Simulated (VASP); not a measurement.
# C (Imma) in VASP: further runs

The runs below take C through single point, with r2SCAN.

Everything below comes from runs of VASP 6.6.1. Logs are shortened: lines on timing, memory, paths and dates and some standing lists are left out, and cuts for length are marked.

### Step 1. The cell of the first run

The structure is orthorhombic, space group Imma (No. 74). The conventional cell has a = 2.502 Å, b = 2.533 Å, c = 3.560 Å, α = 90.00°, β = 90.00°, γ = 90.00°. Within 2.0 Å of C (site symmetry mm2) lie 4 C at 1.54 to 1.55 Å.

### Step 2. Single point, r2SCAN (strain +0.0125 x Voigt [0, 0, 0, 1, 0, 0])

The input, POSCAR:

```
C
1.0
    0.0000000000      1.7912675934      1.7912675934
    1.7801417077      0.0111258857      1.7801417077
    1.7801417077      1.7801417077      0.0111258857
C
2
Direct
    0.5000000000      0.5000000000      0.5000000000
    0.7500000000      0.7500000000      0.7500000000
```

The input, INCAR.step1:

```
  PREC = Accurate
  ENCUT = 520
  ISMEAR = 0
  SIGMA = 0.05
  LREAL = False
  LASPH = True
  NELM = 60
  NBANDS = 11
  GGA = PE
  ALGO = Normal
  EDIFF = 1E-4
  LWAVE = True
  LCHARG = False
```

The input, INCAR.step2:

```
  PREC = Accurate
  ENCUT = 520
  EDIFF = 1E-7
  ISMEAR = 0
  SIGMA = 0.05
  LREAL = False
  LASPH = True
  NELM = 60
  ALGO = Normal
  ISIF = 2
  LWAVE = False
  LCHARG = False
  METAGGA = R2SCAN
  LMIXTAU = True
  NBANDS = 11
  ISTART = 1
```

The input, KPOINTS:

```
regular mesh
0
Gamma
  12 12 12
```

Potentials or basis: VASP PAW PBE potentials, release 64 (C).

Started as:

```bash
cat potpaw_PBE.64/C/POTCAR > POTCAR
cp INCAR.step1 INCAR
mpirun -np 1 vasp_std > vasp.out
cp INCAR.step2 INCAR
mpirun -np 1 vasp_std > vasp.out
```

OUTCAR:

```text
PREC = Accurate
   ENCUT = 520
   EDIFF = 1E-7
   ISMEAR = 0
   LREAL = False
   LASPH = True
   NELM = 60
   ISIF = 2
   METAGGA = R2SCAN
   ISTART = 1

 ion  position               nearest neighbor table
   1  0.500  0.500  0.500-   2 1.54   2 1.54   2 1.55   2 1.55
   2  0.750  0.750  0.750-   1 1.54   1 1.54   1 1.55   1 1.55

  LATTYP: Found a body centered orthorhombic cell.
 ALAT       =     2.5017661675
 B/A-ratio  =     1.0125786164
 C/A-ratio  =     1.4231079873

  Lattice vectors:

 A1 = (  -1.7801417077,   1.7801417077,   0.0111258857)
 A2 = (  -1.7801417077,  -1.7801417077,  -0.0111258857)
 A3 = (   1.7801417077,   0.0111258857,   1.7801417077)

Analysis of symmetry for initial positions (statically):
=====================================================================
 Subroutine PRICEL returns:
 Original cell was already a primitive cell.

 Routine SETGRP: Setting up the symmetry group for a
 body centered orthorhombic supercell.

 Subroutine GETGRP returns: Found  8 space group operations
 (whereof  4 operations were pure point group operations)
 out of a pool of  8 trial point group operations.

The static configuration has the point symmetry C_2v.
 The point group associated with its full space group is D_2h.

Analysis of symmetry for dynamics (positions and initial velocities):
=====================================================================
 Subroutine PRICEL returns:
 Original cell was already a primitive cell.

 Routine SETGRP: Setting up the symmetry group for a
 body centered orthorhombic supercell.

 Subroutine GETGRP returns: Found  8 space group operations
 (whereof  4 operations were pure point group operations)
 out of a pool of  8 trial point group operations.

The dynamic configuration has the point symmetry C_2v.
 The point group associated with its full space group is D_2h.

 Subroutine INISYM returns: Found  8 space group operations
 (whereof  4 operations are pure point group operations),
 and found     1 'primitive' translations

----------------------------------------------------------------------------------------

                                     Primitive cell

  volume of cell :      11.2818

  direct lattice vectors                    reciprocal lattice vectors
     0.000000000  1.791267593  1.791267593    -0.280876516  0.279131941  0.279131941
     1.780141708  0.011125886  1.780141708     0.280876516 -0.282643034  0.282643034
     1.780141708  1.780141708  0.011125886     0.280876516  0.282643034 -0.282643034

  length of vectors
     2.533234924  2.517525131  2.517525131     0.484480028  0.488534325  0.488534325

  position of ions in fractional coordinates (direct lattice)
     0.500000000  0.500000000  0.500000000
     0.750000000  0.750000000  0.750000000

  ion indices of the primitive-cell ions
   primitive index   ion index
                 1           1
                 2           2

----------------------------------------------------------------------------------------

 KPOINTS: regular mesh

Automatic generation of k-mesh.
 Grid dimensions read from file:
 generate k-points for:   12   12   12

 Generating k-lattice:

  Cartesian coordinates                     Fractional coordinates (reciprocal lattice)
    -0.023406376  0.023260995  0.023260995     0.083333333  0.000000000  0.000000000
     0.023406376 -0.023553586  0.023553586     0.000000000  0.083333333 -0.000000000
     0.023406376  0.023553586 -0.023553586     0.000000000 -0.000000000  0.083333333

  Length of vectors
     0.040373336  0.040711194  0.040711194

  Shift w.r.t. Gamma in fractional coordinates (k-lattice)
     0.000000000  0.000000000  0.000000000

 Subroutine IBZKPT returns following result:
 ===========================================

 Found    280 irreducible k-points:

 Following reciprocal coordinates:
            Coordinates               Weight
  0.000000  0.000000  0.000000      1.000000
  0.083333  0.000000  0.000000      4.000000
  0.166667  0.000000  0.000000      4.000000
  0.250000 -0.000000 -0.000000      4.000000
  0.333333  0.000000  0.000000      4.000000
  0.416667  0.000000  0.000000      4.000000
[... 16 lines left out ...]
  0.250000  0.166667 -0.000000      8.000000
  0.333333  0.166667  0.000000      8.000000
 [... further k-points ...]
   k-points           NKPTS =    280   k-points in BZ     NKDIM =    280   number of bands    NBANDS=     11
   number of dos      NEDOS =    301   number of ions     NIONS =      2
   total plane-waves  NPLWV =   8000
   dimension x,y,z NGX =    20 NGY =   20 NGZ =   20
   dimension x,y,z NGXF=    40 NGYF=   40 NGZF=   40
   ions per type =               2
   NGX,Y,Z   is equivalent  to a cutoff of  13.13, 13.21, 13.21 a.u.
   NGXF,Y,Z  is equivalent  to a cutoff of  26.25, 26.41, 26.41 a.u.
 SYSTEM =  unknown system
   PREC   = accura    normal or accurate (medium, high low for compatibility)
   ISTART =      1    job   : 0-new  1-cont  2-samecut
   ICHARG =      0    charge: 1-file 2-atom 10-const
   ISPIN  =      1    spin polarized calculation?
   LNONCOLLINEAR =      F non collinear calculations
   LSORBIT =      F    spin-orbit coupling
   LASPH  =      T    aspherical Exc in radial PAW
   ENCUT  =  520.0 eV  38.22 Ry    6.18 a.u.   4.71  4.68  4.68*2*pi/ulx,y,z
   NELM   =     60;   NELMIN=  2; NELMDL=  0     # of ELM steps
   EDIFF  = 0.1E-06   stopping-criterion for ELM
   LREAL  =      F    real-space projection
   EDIFFG = 0.1E-05   stopping-criterion for IOM
   NSW    =      0    number of steps for IOM
   IBRION =     -1    ionic relax: 0-MD 1-quasi-New 2-CG
   NFREE  =      0    steps in history (QN), initial steepest desc. (CG)
   ISIF   =      2    stress and relaxation
   ISYM   =      2    0-nonsym 1-usesym 2-fastsym
   POTIM  = 0.5000    time-step for ionic-motion
   TEBEG  =    0.0;   TEEND  =   0.0 temperature during run
   PSTRESS=    0.0 pullay stress
   NELECT =       8.0000    total number of electrons
   NUPDOWN=      -1.0000    fix difference up-down
   EMIN   =  10.00;   EMAX   =-10.00  energy-range for DOS
   EFERMI =   0.00;   METHOD = LEGACY
   ISMEAR =     0;   SIGMA  =   0.05  broadening in eV -4-tet -1-fermi 0-gaus
   EFERMI_NEDOS =   21; number of points for ismear=-14 and -15
   IALGO  =     38    algorithm
   IMIX   =      4    mixing-type and parameters
     AMIX     =   0.40;   BMIX     =  1.00
     AMIX_MAG =   1.60;   BMIX_MAG =  1.00
  volume/ion in A,a.u.               =       5.64        38.07
  Fermi-wavevector in a.u.,A,eV,Ry     =   1.459865  2.758744 28.996799  2.131205
  Thomas-Fermi vector in A             =   2.576382
   LORBIT       =      0    0 simple, 1 ext, 2 COOP (PROOUT), +10 PAW based schemes
   METAGGA = R2SCAN    functional components
   LHFCALC =     F    Hartree Fock is set to
   AEXX    =    0.0000 exact exchange contribution
   IVDW    =     0    specifies the selected vdW correction
   LEPSILON=     F    determine dielectric tensor
   LRPA    =     F    only Hartree local field effects (RPA)
 non-spin polarized calculation
 Gauss-broadening in eV      SIGMA  =   0.05
  energy-cutoff  :      520.00
  volume of cell :       11.28
 maximum number of plane-waves:       315
   NGX =  9   NGY =  9   NGZ =  9

 number of electron       7.9999999 magnetization

 Free energy of the ion-electron system (eV)
  ---------------------------------------------------
  ext. energy  EPLUGINS =         0.00000000
  ---------------------------------------------------
  free energy    TOTEN  =       -19.65394073 eV

  energy without entropy =      -19.65394073  energy(sigma->0) =      -19.65394073

 E-fermi :  10.1707     XC(G=0): -14.2880

 val. band max:        9.7937671258   @ k =   0.0000   0.0000   0.0000
 cond. band min:      14.1366999493   @ k =   0.0000   0.3333   0.3333
 fundamental gap:      4.3429328235
 Fermi energy:        10.1707328636

 k-point     1 :       0.0000    0.0000    0.0000
  band No.  band energies     occupation
      1     -12.9794      2.00000
      2       9.7895      2.00000
      3       9.7930      2.00000
      4       9.7938      2.00000
      5      15.4482      0.00000
      6      15.6336      0.00000
      7      15.8397      0.00000
      8      23.7542      0.00000
      9      30.2646      0.00000
     10      37.2417      0.00000
     11      37.2462      0.00000

 k-point     2 :       0.0833    0.0000    0.0000
  band No.  band energies     occupation
      1     -12.7794      2.00000
      2       8.4336      2.00000
      3       9.4532      2.00000
      4       9.4586      2.00000
      5      15.9967      0.00000
      6      16.2789      0.00000
      7      16.3722      0.00000
      8      23.9445      0.00000
      9      30.6027      0.00000
     10      35.1729      0.00000
     11      35.2857      0.00000

 k-point     3 :       0.1667    0.0000    0.0000
  band No.  band energies     occupation
      1     -12.1826      2.00000
      2       5.7044      2.00000
      3       8.7220      2.00000
      4       8.7252      2.00000
      5      16.9749      0.00000
      6      17.2367      0.00000
      7      17.6104      0.00000
      8      24.4999      0.00000
      9      31.3199      0.00000
     10      33.5204      0.00000
     11      33.6948      0.00000

 k-point     4 :       0.2500   -0.0000   -0.0000
  band No.  band energies     occupation
      1     -11.1985      2.00000
      2       2.6950      2.00000
      3       7.9634      2.00000
      4       7.9700      2.00000
      5      17.8775      0.00000
      6      18.1322      0.00000
      7      18.4471      0.00000
      8      25.2886      0.00000
      9      31.7783      0.00000
     10      33.0936      0.00000
     11      33.3242      0.00000
[... 239 lines left out ...]
 k-point    22 :       0.1667    0.1667   -0.0000
  band No.  band energies     occupation
      1     -11.9075      2.00000
      2       7.0431      2.00000
      3       7.0438      2.00000
      4       7.3577      2.00000
      5      14.9508      0.00000
      6      19.3301      0.00000
      7      19.3410      0.00000
      8      23.1515      0.00000
      9      30.5674      0.00000
     10      31.9580      0.00000
     11      38.6064      0.00000

 k-point    23 :       0.2500    0.1667   -0.0000
  band No.  band energies     occupation
      1     -11.1870      2.00000
      2       4.7832      2.00000
      3       6.2630      2.00000
      4       6.8974      2.00000
      5      15.2720      0.00000
      6      20.5330      0.00000
      7      20.5893      0.00000
      8      22.3591      0.00000
      9      30.7417      0.00000
     10      32.6201      0.00000
     11      38.1550      0.00000

 k-point    24 :       0.3333    0.1667    0.0000
  band No.  band energies     occupation
      1     -10.0892      2.00000
      2       2.0621      2.00000
      3       5.7327      2.00000
      4       6.1075      2.00000
      5      16.1493      0.00000
      6      21.2440      0.00000
      7      21.3632      0.00000
      8      22.2787      0.00000
      9      31.7845      0.00000
     10      32.8382      0.00000
     11      38.0266      0.00000

 [... further k-points ...]
[... 5 lines left out ...]
  --------------------------------------------------------------------------------------
  -------------------------------------------------------------------------------------
  Total        0.0800388      0.0871612      0.0871612      0.0000000     -0.5217762      0.0000000
  in kB       11.3666953     12.3781928     12.3781928      0.0000000    -74.0999762      0.0000000
  external PRESSURE =      12.0410270 kB  Pullay stress =       0.0000000 kB

 VOLUME and BASIS-vectors are now :
 -----------------------------------------------------------------------------
  energy-cutoff  :      520.00
  volume of cell :       11.28
      direct lattice vectors                 reciprocal lattice vectors
     0.000000000  1.791267593  1.791267593    -0.280876516  0.279131941  0.279131941
     1.780141708  0.011125886  1.780141708     0.280876516 -0.282643034  0.282643034
     1.780141708  1.780141708  0.011125886     0.280876516  0.282643034 -0.282643034

 POSITION                                       TOTAL-FORCE (eV/Angst)
 -----------------------------------------------------------------------------------
      1.78014      1.79127      1.79127         0.032159      0.000000     -0.000000
      2.67021      2.68690      2.68690        -0.032159      0.000000      0.000000
 -----------------------------------------------------------------------------------
    total drift:                                0.000000     -0.000000      0.000000

  FREE ENERGIE OF THE ION-ELECTRON SYSTEM (eV)
  ---------------------------------------------------
  free  energy   TOTEN  =       -19.6539407274 eV

  energy  without entropy=      -19.6539407274  energy(sigma->0) =      -19.65394073
```

Run time: 56 s. Hardware: 1 thread of Intel Xeon 6975P-C (Granite Rapids), shared host; peak memory 0.14 GiB.

What came out:

| Quantity | Value |
| --- | --- |
| Free energy | -19.6539 eV |
| Pressure | 1.2 GPa |
| Largest force | 0.032 eV/Å |
| Band gap on the k mesh | 4.34 eV, indirect (least direct gap 5.65 eV) |

Forces in eV/Å, atoms in the order of the input:
```
C    0.032  0.000  0.000
C   -0.032  0.000  0.000
```

Stress tensor (GPa, compression positive):
```
 1.14  0.00  0.00
 0.00  1.24 -7.41
 0.00 -7.41  1.24
```

Levels at points of the mesh, in eV from the valence-band top:
```csv
k point,band 1,band 2,band 3,band 4,band 5,band 6,band 7,band 8,band 9
"(0.00, 0.00, 0.00)",-22.77,0.00,0.00,0.00,5.65,5.84,6.05,13.96,20.47
"(0.50, 0.00, 0.00)",-16.89,-14.10,-2.95,-2.92,8.80,9.04,9.39,16.77,23.28
"(0.00, 0.50, 0.00)",-16.70,-14.12,-3.07,-3.03,8.76,8.87,9.15,16.73,23.28
"(0.50, 0.50, 0.00)",-13.63,-13.63,-6.69,-6.69,5.01,5.01,17.95,17.95,24.74
"(0.00, 0.50, 0.50)",-13.70,-13.55,-6.82,-6.56,4.76,5.27,17.94,17.98,24.59
```

Caveat: the cell differs from its parent crystal (strain +0.0125 x Voigt [0, 0, 0, 1, 0, 0]); the PAW data sets were made with another functional, which shifts forces and pressure a little.

(Continued in part 2 of 2.)
